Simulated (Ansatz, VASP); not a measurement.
**One calculation of AlN, two programs**

```xyz
2
Lattice="0.0000 2.0345 2.0345 2.0345 0.0000 2.0345 2.0345 2.0345 0.0000" Properties=species:S:1:pos:R:3 pbc="T T T"
Al    2.0345    2.0345    2.0220
N     0.0000    0.0000    0.0000
```

Change from the starting cell: all Al atoms moved +0.013 Å, as atom 1 towards its neighbour atom 2 (N) at 2.035 Å.

Alike in both runs: task single point; functional PBEsol; k mesh 10 × 10 × 10; occupations gaussian, width 0.05 eV; no spin polarisation.

|  | VASP | Ansatz |
| --- | --- | --- |
| version | VASP 6.6.1 | Ansatz 0.2.0 |
| potentials or method | VASP PAW PBE potentials, release 64 (Al, N), cutoff 520 eV | scalar-relativistic, plane waves, PAW |
| valence electrons in the cell | 8 | 8 |

|  | VASP | Ansatz | Ansatz less VASP |
| --- | --- | --- | --- |
| gap on the k mesh at the Fermi level (eV) | 4.37 | 4.38 | +0.005 |
| least direct gap on the mesh (eV) | 5.40 | 5.38 | -0.019 |
| pressure (GPa) | -4.5 | -4.4 | +0.09 |
| traceless stress, the component that is largest in VASP (GPa) | 0.06 | 0.06 | -0.001 |
| rms of the force components (eV/Å) | 0.048 | 0.048 | -0.0005 |

VASP's potentials were made for PBE, not for PBEsol. Atom by atom the forces differ by 0.000 eV/Å (rms over components). With one functional, cell and mesh, what is left measures potentials, basis and numerics.
